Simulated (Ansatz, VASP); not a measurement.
One calculation of Sn2TeAs2, two programs

```
Sn Te As
1.0
     5.31184    0.00000    0.00000
    -2.65592    4.60019    0.00000
     0.00000    0.00000    5.98717
Sn Te As
2 1 2
Direct
  0.33333 0.66667 0.00000
  0.66667 0.33333 0.00000
  0.00000 0.00000 0.00000
  0.33333 0.66667 0.50000
  0.66667 0.33333 0.50000
```

Alike in both runs: task relaxation of cell and atoms; functional PBE; k mesh 6 × 6 × 4; occupations gaussian, width 0.1 eV; no spin polarisation.

|  | VASP | Ansatz |
| --- | --- | --- |
| version | VASP 6.6.1 | Ansatz 0.2.0 |
| potentials or method | VASP PAW PBE potentials, release 64 (Sn_d, Te, As), cutoff 600 eV | scalar-relativistic, plane waves, PAW |
| valence electrons in the cell | 44 | 74 |

```tsv
	VASP	Ansatz	Ansatz less VASP
gap on the k mesh at the Fermi level, each at its own relaxed structure (eV)	none	none	-
relaxed volume (Å³/atom)	29.05	29.24	+0.183
relaxed length of the cell vector where the two differ most in proportion (Å)	5.358	5.375	+0.0165
```

A gap of «none» marks a metal or a gap that the smearing closes. VASP's potentials hold 44 valence electrons a cell and Ansatz's 74, so a difference there can come from the potentials and not from the codes.

Spin-orbit coupling is off throughout.
